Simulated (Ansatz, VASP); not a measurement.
**Two plane-wave programs on Pd**

```
Pd
1.0
     2.65533    0.00000    0.00000
     0.00000    2.65533    0.00000
     0.00000    0.00000    2.65533
Pd
1
Direct
  0.00000 0.00000 0.00000
```

Alike in both runs: task single point; functional r2SCAN; k mesh 14 × 14 × 14; occupations fermi-dirac, width 0.05 eV; collinear spin.

|  | VASP | Ansatz |
| --- | --- | --- |
| version | VASP 6.6.1 | Ansatz 0.2.0 |
| potentials or method | VASP PAW PBE potentials, release 64 (Pd), cutoff 520 eV | plane waves (500 eV) with PAW, scalar-relativistic |
| valence electrons in the cell | 10 | 18 |

```tsv
	VASP	Ansatz	Ansatz less VASP
pressure (GPa)	-8.1	-8.4	-0.30
net moment per atom (μB)	0.00	0.00	0.000
```

VASP's potentials were made for PBE, not for r2SCAN. With one functional, cell and mesh, what is left measures potentials, basis and numerics. VASP's potentials hold 10 valence electrons a cell and Ansatz's 18, so a difference there can come from the potentials and not from the codes. Ansatz's warnings: seeded moment not kept, stability check not made.
